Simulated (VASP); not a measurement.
A run of VASP 6.6.1 is set up as follows.

INCAR

```
SYSTEM = O
PREC = Accurate
ENCUT = 600
EDIFF = 1E-7
ISMEAR = 1
SIGMA = 0.1
LREAL = .FALSE.
LASPH = .TRUE.
NELM = 100
ALGO = Normal
ISIF = 3
LWAVE = .FALSE.
LCHARG = .FALSE.
GGA = B5
ALDAX = 1.0
AGGAX = 1.0
AGGAC = 1.0
ALDAC = 0.0
IVDW = 12
VDW_S6 = 1.0
VDW_S8 = 2.6996
VDW_A1 = 0.4298
VDW_A2 = 4.2359
IBRION = 2
NSW = 50
EDIFFG = -0.01
```

The input KPOINTS:

```
regular mesh
0
G
  12 12 7
  0 0 0
```

The input POSCAR:

```
O
1.0
    1.7755912600      0.0000000000      0.0000000000
    0.0000000000      1.7755912600      0.0000000000
    0.0000000000      0.0000000000      3.0530507000
O
1
Direct
    0.0000000000      0.0000000000      0.0000000000
```

Potentials or basis: VASP PAW PBE potentials, release 64 (O).

Run with:

```console
$ cat potpaw_PBE.64/O/POTCAR > POTCAR
$ mpirun -np 1 vasp_std > vasp.out
```

(1) What does it give for the relaxed volume?

(2) Estimate the relaxed cell.

(3) What does it give for the dispersion energy per atom?

## Answers

(1) 10.39 Å³/atom.

(2) a = 1.821 Å, b = 1.821 Å, c = 3.131 Å, α = 90.00°, β = 90.00°, γ = 90.00°.

(3) -0.138 eV.

Caveat: the PAW data sets were made with another functional, which shifts forces and pressure a little; pairwise dispersion overbinds metals, which lowers pressure and volume.
